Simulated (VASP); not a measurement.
# Cu (Cmcm) in VASP: further runs

Cu is run at these levels: PBE; tasks: single point.

Everything below comes from runs of VASP 6.6.1. Logs are shortened: lines on timing, memory, paths and dates and some standing lists are left out, and cuts for length are marked.

**1. The cell of the first run**

It takes space group Cmcm (No. 63, orthorhombic). Conventional cell: a = 2.614 Å, b = 8.062 Å, c = 2.514 Å, α = 90.00°, β = 90.00°, γ = 90.00°. Within 3.3 Å of Cu (site symmetry m2m) lie 10 Cu at 2.50 to 2.61 Å.

**2. Single point, PBE (normal strain along x +0.0550, normal strain along y +0.0000)**

Contents of INCAR:

```
PREC = Accurate
ENCUT = 520
EDIFF = 1E-6
ISMEAR = 0
SIGMA = 0.15
LREAL = False
LASPH = True
NELM = 100
ALGO = Fast
ISIF = 2
LWAVE = False
LCHARG = True
GGA = PE
LELF = True
LVHAR = True
NBANDS = 18
```

Contents of KPOINTS:

```
regular mesh
0
Gamma
  18 18 18
```

Contents of POSCAR:

```
Cu
1.0
    1.3067665657     -4.0308860292      0.0000000000
    1.3067665657      4.0308860292      0.0000000000
    0.0000000000      0.0000000000      2.5142119659
Cu
2
Direct
    0.1340351705      0.8659648295      0.2500000000
    0.8659648295      0.1340351705      0.7500000000
```

Potentials or basis: VASP PAW PBE potentials, release 64 (Cu).

Run with:

```sh
$ cat potpaw_PBE.64/Cu/POTCAR > POTCAR
$ mpirun -np 1 vasp_std > vasp.out
```

OUTCAR:

```text
PREC = Accurate
   ENCUT = 520
   EDIFF = 1E-6
   ISMEAR = 0
   LREAL = False
   LASPH = True
   NELM = 100
   ISIF = 2
   GGA = PE

 ion  position               nearest neighbor table
   1  0.134  0.866  0.250-   2 2.50   2 2.50   2 2.60   2 2.60   2 2.60   2 2.60
   2  0.866  0.134  0.750-   1 2.50   1 2.50   1 2.60   1 2.60   1 2.60   1 2.60

  LATTYP: Found a base centered orthorhombic cell.
 ALAT       =     2.6135331314
 B/A-ratio  =     3.0846259271
 C/A-ratio  =     0.9619973574

  Lattice vectors:

 A1 = (   1.3067665657,  -4.0308860292,   0.0000000000)
 A2 = (   1.3067665657,   4.0308860292,   0.0000000000)
 A3 = (   0.0000000000,   0.0000000000,   2.5142119659)

Analysis of symmetry for initial positions (statically):
=====================================================================
 Subroutine PRICEL returns:
 Original cell was already a primitive cell.

 Routine SETGRP: Setting up the symmetry group for a
 base centered orthorhombic supercell.

 Subroutine GETGRP returns: Found  8 space group operations
 (whereof  4 operations were pure point group operations)
 out of a pool of  8 trial point group operations.

The static configuration has the point symmetry C_2h.
 The point group associated with its full space group is D_2h.

Analysis of symmetry for dynamics (positions and initial velocities):
=====================================================================
 Subroutine PRICEL returns:
 Original cell was already a primitive cell.

 Routine SETGRP: Setting up the symmetry group for a
 base centered orthorhombic supercell.

 Subroutine GETGRP returns: Found  8 space group operations
 (whereof  4 operations were pure point group operations)
 out of a pool of  8 trial point group operations.

The dynamic configuration has the point symmetry C_2h.
 The point group associated with its full space group is D_2h.

 Subroutine INISYM returns: Found  8 space group operations
 (whereof  4 operations are pure point group operations),
 and found     1 'primitive' translations

----------------------------------------------------------------------------------------

                                     Primitive cell

  volume of cell :      26.4869

  direct lattice vectors                    reciprocal lattice vectors
     1.306766566 -4.030886029  0.000000000     0.382623808 -0.124042207  0.000000000
     1.306766566  4.030886029  0.000000000     0.382623808  0.124042207  0.000000000
     0.000000000  0.000000000  2.514211966     0.000000000  0.000000000  0.397738939

  length of vectors
     4.237414428  4.237414428  2.514211966     0.402228104  0.402228104  0.397738939

  position of ions in fractional coordinates (direct lattice)
     0.134035170  0.865964830  0.250000000
     0.865964830  0.134035170  0.750000000

  ion indices of the primitive-cell ions
   primitive index   ion index
                 1           1
                 2           2

----------------------------------------------------------------------------------------

 KPOINTS: regular mesh

Automatic generation of k-mesh.
 Grid dimensions read from file:
 generate k-points for:   18   18   18

 Generating k-lattice:

  Cartesian coordinates                     Fractional coordinates (reciprocal lattice)
     0.021256878 -0.006891234  0.000000000     0.055555556 -0.000000000  0.000000000
     0.021256878  0.006891234  0.000000000    -0.000000000  0.055555556  0.000000000
     0.000000000  0.000000000  0.022096608     0.000000000  0.000000000  0.055555556

  Length of vectors
     0.022346006  0.022346006  0.022096608

  Shift w.r.t. Gamma in fractional coordinates (k-lattice)
     0.000000000  0.000000000  0.000000000

 Subroutine IBZKPT returns following result:
 ===========================================

 Found    910 irreducible k-points:

 Following reciprocal coordinates:
            Coordinates               Weight
  0.000000  0.000000  0.000000      1.000000
  0.055556  0.000000  0.000000      4.000000
  0.111111  0.000000  0.000000      4.000000
  0.166667  0.000000  0.000000      4.000000
  0.222222  0.000000  0.000000      4.000000
  0.277778  0.000000  0.000000      4.000000
[... 16 lines left out ...]
 -0.277778  0.055556  0.000000      4.000000
 -0.222222  0.055556  0.000000      4.000000
 [... further k-points ...]
   k-points           NKPTS =    910   k-points in BZ     NKDIM =    910   number of bands    NBANDS=     18
   number of dos      NEDOS =    301   number of ions     NIONS =      2
   total plane-waves  NPLWV =  20480
   dimension x,y,z NGX =    32 NGY =   32 NGZ =   20
   dimension x,y,z NGXF=    64 NGYF=   64 NGZF=   40
   ions per type =               2
   NGX,Y,Z   is equivalent  to a cutoff of  12.55, 12.55, 13.22 a.u.
   NGXF,Y,Z  is equivalent  to a cutoff of  25.11, 25.11, 26.45 a.u.
 SYSTEM =  unknown system
   PREC   = accura    normal or accurate (medium, high low for compatibility)
   ISTART =      0    job   : 0-new  1-cont  2-samecut
[... 26 lines left out ...]
     AMIX     =   0.40;   BMIX     =  1.00
     AMIX_MAG =   1.60;   BMIX_MAG =  1.00
  volume/ion in A,a.u.               =      13.24        89.37
  Fermi-wavevector in a.u.,A,eV,Ry     =   1.538883  2.908067 32.220782  2.368161
  Thomas-Fermi vector in A             =   2.645189
   LORBIT       =      0    0 simple, 1 ext, 2 COOP (PROOUT), +10 PAW based schemes
   GGA     = PE    functional components
   LHFCALC =     F    Hartree Fock is set to
   AEXX    =    0.0000 exact exchange contribution
   IVDW    =     0    specifies the selected vdW correction
   LEPSILON=     F    determine dielectric tensor
   LRPA    =     F    only Hartree local field effects (RPA)
 non-spin polarized calculation
 RMM-DIIS sequential band-by-band and
 Gauss-broadening in eV      SIGMA  =   0.15
  energy-cutoff  :      520.00
  volume of cell :       26.49
 maximum number of plane-waves:       728
   NGX = 15   NGY = 15   NGZ =  9

 number of electron      22.0000001 magnetization

 Free energy of the ion-electron system (eV)
  ---------------------------------------------------
  ext. energy  EPLUGINS =         0.00000000
  ---------------------------------------------------
  free energy    TOTEN  =        -7.13427306 eV

  energy without entropy =       -7.12767723  energy(sigma->0) =       -7.13097514

 E-fermi :   6.2634     XC(G=0): -12.0313

 val. band max:        6.2622680967   @ k =   0.5000   0.1667   0.0556
 cond. band min:       6.2743251341   @ k =  -0.2778   0.2222   0.5000
 fundamental gap:      0.0120570374
 Fermi energy:         6.2633551463

 k-point     1 :       0.0000    0.0000    0.0000
  band No.  band energies     occupation
      1      -2.2847      2.00000
      2       1.7903      2.00000
      3       2.5716      2.00000
      4       2.9760      2.00000
      5       3.5225      2.00000
      6       3.7082      2.00000
[... 10 lines left out ...]
     17      24.6264      0.00000
     18      25.2594      0.00000

 k-point     2 :       0.0556    0.0000    0.0000
  band No.  band energies     occupation
      1      -2.2075      2.00000
      2       1.8138      2.00000
      3       2.5957      2.00000
      4       2.9968      2.00000
      5       3.5299      2.00000
      6       3.7060      2.00000
[... 10 lines left out ...]
     17      25.3238      0.00000
     18      26.6603      0.00000

 k-point     3 :       0.1111    0.0000    0.0000
  band No.  band energies     occupation
      1      -1.9780      2.00000
      2       1.8794      2.00000
      3       2.6634      2.00000
      4       3.0572      2.00000
      5       3.5511      2.00000
      6       3.6960      2.00000
[... 10 lines left out ...]
     17      25.8813      0.00000
     18      28.6373      0.00000

 k-point     4 :       0.1667    0.0000    0.0000
  band No.  band energies     occupation
      1      -1.6028      2.00000
      2       1.9732      2.00000
      3       2.7597      2.00000
      4       3.1368      2.00000
      5       3.5605      2.00000
      6       3.5830      2.00000
[... 375 lines left out ...]
      4       2.9404      2.00000
      5       3.4413      2.00000
      6       3.6943      2.00000
[... 10 lines left out ...]
     17      26.4373      0.00000
     18      27.0527      0.00000

 k-point    23 :      -0.2778    0.0556    0.0000
  band No.  band energies     occupation
      1      -0.9573      2.00000
      2       2.0521      2.00000
      3       2.8065      2.00000
      4       3.1033      2.00000
      5       3.4085      2.00000
      6       3.6561      2.00000
[... 10 lines left out ...]
     17      26.4761      0.00000
     18      28.6934      0.00000

 k-point    24 :      -0.2222    0.0556    0.0000
  band No.  band energies     occupation
      1      -1.4878      2.00000
      2       1.9586      2.00000
      3       2.7053      2.00000
      4       3.1760      2.00000
      5       3.4604      2.00000
      6       3.6145      2.00000
[... 10 lines left out ...]
     17      26.2125      0.00000
     18      29.2863      0.00000

 [... further k-points ...]

------------------------ aborting loop because EDIFF is reached ----------------------------------------

  FORCE on cell =-STRESS in cart. coord.  units (eV):
  Direction    XX          YY          ZZ          XY          YZ          ZX
  --------------------------------------------------------------------------------------
  -------------------------------------------------------------------------------------
  Total       -1.6392539     -0.3739318     -0.1577956      0.0000000     -0.0000000      0.0000000
  in kB      -99.1576869    -22.6189566     -9.5449796      0.0000000     -0.0000000      0.0000000
  external PRESSURE =     -43.7738744 kB  Pullay stress =       0.0000000 kB

 VOLUME and BASIS-vectors are now :
 -----------------------------------------------------------------------------
  energy-cutoff  :      520.00
  volume of cell :       26.49
      direct lattice vectors                 reciprocal lattice vectors
     1.306766566 -4.030886029  0.000000000     0.382623808 -0.124042207  0.000000000
     1.306766566  4.030886029  0.000000000     0.382623808  0.124042207  0.000000000
     0.000000000  0.000000000  2.514211966     0.000000000  0.000000000  0.397738939

 POSITION                                       TOTAL-FORCE (eV/Angst)
 -----------------------------------------------------------------------------------
      1.30677      2.95033      0.62855         0.000000     -0.177326     -0.000000
      1.30677     -2.95033      1.88566         0.000000      0.177326      0.000000
 -----------------------------------------------------------------------------------
    total drift:                               -0.000000     -0.000000      0.000000

  FREE ENERGIE OF THE ION-ELECTRON SYSTEM (eV)
  ---------------------------------------------------
  free  energy   TOTEN  =        -7.1342730629 eV

  energy  without entropy=       -7.1276772255  energy(sigma->0) =       -7.13097514
```

Wall time 7.2 min (1 thread of Intel Xeon Platinum 8259CL at 2.50GHz (Skylake/Cascade Lake), shared host); peak memory 0.45 GiB.

Results:

| Property | Result |
| --- | --- |
| Free energy | -7.1343 eV |
| Pressure | -4.4 GPa |
| Largest force | 0.177 eV/Å |
| Band gap on the k mesh | zero (bands 11 and 12 overlap by 5.26 eV) |

Forces in eV/Å, atoms in the order of the input:
```
Cu   0.000 -0.177  0.000
Cu   0.000  0.177  0.000
```

Levels at points of the mesh, in eV from the Fermi level:
| k point | band 8 | band 9 | band 10 | band 11 | band 12 | band 13 | band 14 | band 15 |
| --- | --- | --- | --- | --- | --- | --- | --- | --- |
| (0.00, 0.00, 0.00) | -2.01 | -1.79 | -1.66 | -1.38 | 0.43 | 4.70 | 14.73 | 15.66 |
| (0.50, 0.00, 0.00) | -2.32 | -1.92 | -1.55 | -0.69 | 0.66 | 2.18 | 6.04 | 12.26 |
| (0.50, 0.50, 0.00) | -2.15 | -2.07 | -1.88 | -1.56 | -1.49 | 12.92 | 13.56 | 15.06 |
| (0.00, 0.00, 0.50) | -2.70 | -1.67 | -1.67 | 0.08 | 0.08 | 8.22 | 8.22 | 9.31 |
| (0.50, 0.00, 0.50) | -1.71 | -1.32 | -1.32 | 3.36 | 3.36 | 6.88 | 6.88 | 8.93 |
| (0.50, 0.50, 0.50) | -1.96 | -1.45 | -1.45 | -0.49 | -0.49 | 3.59 | 3.59 | 17.86 |

Caveat: the cell differs from its parent crystal (normal strain along x +0.0550, normal strain along y +0.0000); the stress differs along the axes, from -10 to -1 GPa.

**3. Single point, PBE (normal strain along x +0.0000, normal strain along y +0.1100)**

Contents of INCAR:

```
ALGO = Fast ; EDIFF = 1E-7
ENCUT = 520 ; GGA = PE
ISIF = 2 ; ISMEAR = 0
LASPH = True ; LCHARG = False
LREAL = False ; LWAVE = False
NBANDS = 18 ; NELM = 100
PREC = Accurate ; SIGMA = 0.15
```

Contents of KPOINTS:

```
k-points
0
Gamma
  18 18 18
```

Contents of POSCAR:

```
Cu
1.0
    1.2386412945     -4.4742834924      0.0000000000
    1.2386412945      4.4742834924      0.0000000000
    0.0000000000      0.0000000000      2.5142119659
Cu
2
Direct
    0.1340351705      0.8659648295      0.2500000000
    0.8659648295      0.1340351705      0.7500000000
```

Potentials or basis: VASP PAW PBE potentials, release 64 (Cu).

Run with:

```sh
$ cat potpaw_PBE.64/Cu/POTCAR > POTCAR
$ mpirun -np 1 vasp_std > vasp.out
```

It took 11 min on 1 thread of Intel Xeon Platinum 8259CL at 2.50GHz (Skylake/Cascade Lake), shared host; peak memory 0.47 GiB.

The run converged. Its results:

| Quantity | Value |
| --- | --- |
| Free energy | -7.0286 eV |
| Pressure | -9.0 GPa |
| Largest force | 0.018 eV/Å |
| Band gap on the k mesh | zero (bands 11 and 12 overlap by 5.79 eV) |

Forces in eV/Å, atoms in the order of the input:
```
Cu   0.000 -0.018  0.000
Cu   0.000  0.018  0.000
```

Stress tensor (GPa, compression positive):
```
 -4.02   0.00   0.00
  0.00 -15.86   0.00
  0.00   0.00  -7.01
```

Levels at points of the mesh, in eV from the Fermi level:
```csv
k point,band 8,band 9,band 10,band 11,band 12,band 13,band 14,band 15
"(0.00, 0.00, 0.00)",-1.69,-1.52,-1.44,-1.40,-0.59,2.72,15.15,17.93
"(0.50, 0.00, 0.00)",-2.19,-1.82,-1.53,-0.23,1.25,2.37,5.74,10.42
"(0.50, 0.50, 0.00)",-1.94,-1.82,-1.55,-1.42,-1.40,9.90,11.49,15.89
"(0.00, 0.00, 0.50)",-2.19,-1.57,-1.57,0.20,0.20,6.75,6.75,7.71
"(0.50, 0.00, 0.50)",-1.66,-1.03,-1.03,4.14,4.14,7.19,7.19,9.16
"(0.50, 0.50, 0.50)",-1.68,-1.41,-1.41,-0.43,-0.43,3.20,3.20,14.29
```

Caveat: the cell differs from its parent crystal (normal strain along x +0.0000, normal strain along y +0.1100); the stress differs along the axes, from -16 to -4 GPa.

**4. Single point, PBE (normal strain along x +0.1100, normal strain along y +0.0000)**

Contents of INCAR:

```
ALGO     = Fast           # electronic algorithm
EDIFF    = 1E-7           # SCF threshold, eV
ENCUT    = 520            # plane-wave cutoff, eV
GGA      = PE             # functional
ISIF     = 2              # what is computed and relaxed
ISMEAR   = 0              # smearing method
LASPH    = T              # aspherical terms in the spheres
LCHARG   = F              # write CHGCAR
LREAL    = F              # projectors in reciprocal space
LWAVE    = F              # write WAVECAR
NBANDS   = 18             # bands
NELM     = 60             # most SCF steps
PREC     = Accurate       # precision mode
SIGMA    = 0.15           # smearing width, eV
```

KPOINTS is that of step 3.

Contents of POSCAR:

```
Cu
1.0
    1.3748918369     -4.0308860292      0.0000000000
    1.3748918369      4.0308860292      0.0000000000
    0.0000000000      0.0000000000      2.5142119659
Cu
2
Direct
    0.1340351705      0.8659648295      0.2500000000
    0.8659648295      0.1340351705      0.7500000000
```

Run with:

```sh
$ cat potpaw_PBE.64/Cu/POTCAR > POTCAR
$ mpirun -np 1 vasp_std > vasp.out
```

Wall time 8.3 min (1 thread of Intel Xeon Platinum 8259CL at 2.50GHz (Skylake/Cascade Lake), shared host); peak memory 0.46 GiB.

It converged, with:

* Free energy: -7.0237 eV
* Pressure: -7.5 GPa
* Largest force: 0.333 eV/Å
* Band gap on the k mesh: zero (bands 11 and 12 overlap by 4.99 eV)

Forces in eV/Å, atoms in the order of the input:
```
Cu   0.000 -0.333  0.000
Cu   0.000  0.333  0.000
```

Stress tensor (GPa, compression positive):
```
-15.04   0.00   0.00
  0.00  -4.71   0.00
  0.00   0.00  -2.62
```

Levels at points of the mesh, in eV from the Fermi level:
```csv
k point,band 7,band 8,band 9,band 10,band 11,band 12,band 13,band 14,band 15,band 16
"(0.00, 0.00, 0.00)",-2.34,-2.06,-1.79,-1.66,-1.35,0.74,4.79,13.82,14.72,15.06
"(0.50, 0.00, 0.00)",-2.27,-2.24,-1.83,-1.50,-0.89,0.18,1.98,5.57,12.01,14.42
"(0.50, 0.50, 0.00)",-2.11,-2.05,-1.96,-1.89,-1.56,-1.49,11.08,13.81,15.04,16.24
"(0.00, 0.00, 0.50)",-2.54,-2.54,-1.68,-1.68,0.18,0.18,8.44,8.44,9.45,9.45
"(0.50, 0.00, 0.50)",-1.69,-1.69,-1.37,-1.37,3.12,3.12,6.57,6.57,8.59,8.59
"(0.50, 0.50, 0.50)",-1.98,-1.98,-1.41,-1.41,-0.20,-0.20,3.69,3.69,18.15,18.15
```

Caveat: the cell differs from its parent crystal (normal strain along x +0.1100, normal strain along y +0.0000); the stress differs along the axes, from -15 to -3 GPa.

**5. Single point, PBE (normal strain along x +0.0550, normal strain along y +0.0550)**

Contents of INCAR:

```
SYSTEM = Cu
ALGO = Fast
EDIFF = 1E-7
ENCUT = 520
GGA = PE
ISIF = 2
ISMEAR = 0
LASPH = .TRUE.
LCHARG = .TRUE.
LELF = .TRUE.
LREAL = .FALSE.
LVHAR = .TRUE.
LWAVE = .FALSE.
NBANDS = 18
NELM = 100
PREC = Accurate
SIGMA = 0.15
```

Contents of KPOINTS:

```
k-points
0
G
  18 18 18
  0 0 0
```

Contents of POSCAR:

```
Cu
1.0
    1.3067665657     -4.2525847608      0.0000000000
    1.3067665657      4.2525847608      0.0000000000
    0.0000000000      0.0000000000      2.5142119659
Cu
2
Direct
    0.1340351705      0.8659648295      0.2500000000
    0.8659648295      0.1340351705      0.7500000000
```

Run with:

```sh
$ cat potpaw_PBE.64/Cu/POTCAR > POTCAR
$ mpirun -np 1 vasp_std > vasp.out
```

Run time: 13 min. Hardware: 1 thread of Intel Xeon Platinum 8259CL at 2.50GHz (Skylake/Cascade Lake), shared host; peak memory 0.47 GiB.

It converged, with:

| Item | Value |
| --- | --- |
| Free energy | -7.0703 eV |
| Pressure | -9.3 GPa |
| Largest force | 0.109 eV/Å |
| Band gap on the k mesh | zero (bands 11 and 12 overlap by 5.36 eV) |

Forces in eV/Å, atoms in the order of the input:
```
Cu   0.000 -0.109  0.000
Cu   0.000  0.109  0.000
```

Stress tensor (GPa, compression positive):
```
-11.76   0.00   0.00
  0.00 -11.03   0.00
  0.00   0.00  -5.07
```

Levels at points of the mesh, in eV from the Fermi level:
```tsv
k point	band 9	band 10	band 11	band 12	band 13	band 14
(0.00, 0.00, 0.00)	-1.65	-1.55	-1.37	0.02	3.68	15.12
(0.50, 0.00, 0.00)	-1.82	-1.51	-0.56	0.73	2.06	5.55
(0.50, 0.50, 0.00)	-1.94	-1.71	-1.48	-1.46	11.73	13.24
(0.00, 0.00, 0.50)	-1.64	-1.64	0.21	0.21	7.56	7.56
(0.50, 0.00, 0.50)	-1.20	-1.20	3.61	3.61	6.87	6.87
(0.50, 0.50, 0.50)	-1.39	-1.39	-0.31	-0.31	3.43	3.43
```

Caveat: the cell differs from its parent crystal (normal strain along x +0.0550, normal strain along y +0.0550); the stress differs along the axes, from -12 to -5 GPa.

**6. Overview**

```csv
cell,further INCAR settings,gap on the mesh (eV),pressure (GPa),largest force (eV/Å)
"a = 4.237, b = 4.237, c = 2.514 Å, angles 90.0, 90.0, 144.1°, 2 atoms",ALGO = Fast; EDIFF = 1e-06; NBANDS = 18,none,-4.4,0.18
"a = 4.643, b = 4.643, c = 2.514 Å, angles 90.0, 90.0, 149.1°, 2 atoms",ALGO = Fast; EDIFF = 1e-07; NBANDS = 18,none,-9.0,0.02
"a = 4.259, b = 4.259, c = 2.514 Å, angles 90.0, 90.0, 142.3°, 2 atoms",ALGO = Fast; EDIFF = 1e-07; NBANDS = 18,none,-7.5,0.33
"a = 4.449, b = 4.449, c = 2.514 Å, angles 90.0, 90.0, 145.8°, 2 atoms",ALGO = Fast; EDIFF = 1e-07; NBANDS = 18,none,-9.3,0.11
```

Alike in all rows: task single point; level PBE; potentials or basis VASP PAW PBE potentials, release 64 (Cu); no spin polarisation; k mesh 18 × 18 × 18; cutoff (eV) 520; smearing gaussian 0.15 eV.

Caveats: the stress differs along the axes, from -10 to -1 GPa (at least some runs); the stress differs along the axes, from -16 to -4 GPa (at least some runs); the stress differs along the axes, from -15 to -3 GPa (at least some runs); the stress differs along the axes, from -12 to -5 GPa (at least some runs).

Total energies depend on the potentials used, so only differences within one code and one set of settings carry meaning.

The gap in the log of VASP goes by the Fermi energy; the results here count the filled bands.